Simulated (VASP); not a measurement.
Input of a VASP 6.6.1 run:

File POSCAR:

```
Pb
1.0
    0.0000000000      2.4946408835      2.4946408835
    2.4946408835      0.0000000000      2.4946408835
    2.4946408835      2.4946408835      0.0000000000
Pb
1
Direct
    0.0000000000      0.0000000000      0.0000000000
```

File INCAR.step1:

```
SYSTEM = Pb
PREC = Accurate
ENCUT = 520
ISMEAR = -1
SIGMA = 0.1
LREAL = .FALSE.
LASPH = .TRUE.
NELM = 100
NBANDS = 13
GGA = PE
ALGO = Normal
EDIFF = 1E-4
LWAVE = .TRUE.
LCHARG = .FALSE.
```

The input INCAR.step2:

```
SYSTEM = Pb
PREC = Accurate
ENCUT = 520
EDIFF = 1E-6
ISMEAR = -1
SIGMA = 0.1
LREAL = .FALSE.
LASPH = .TRUE.
NELM = 100
ALGO = Normal
ISIF = 2
LWAVE = .FALSE.
LCHARG = .FALSE.
METAGGA = R2SCAN
LMIXTAU = .TRUE.
NBANDS = 13
ISTART = 1
```

Contents of KPOINTS:

```
regular mesh
0
G
  16 16 16
  0 0 0
```

Potentials or basis: VASP PAW PBE potentials, release 64 (Pb_d).

Run with:

```console
$ cat potpaw_PBE.64/Pb_d/POTCAR > POTCAR
$ cp INCAR.step1 INCAR
$ mpirun -np 1 vasp_std > vasp.out
$ cp INCAR.step2 INCAR
$ mpirun -np 1 vasp_std > vasp.out
```

Predict the pressure.

0.1 GPa.

Estimate the band gap on the k mesh.

zero (band 7 reaches 14.50 eV, above the bottom of band 8 at 5.26 eV).

Caveat: the PAW data sets were made with another functional, which shifts forces and pressure a little; spin-orbit coupling is left out, which moves the levels of the heavy elements.
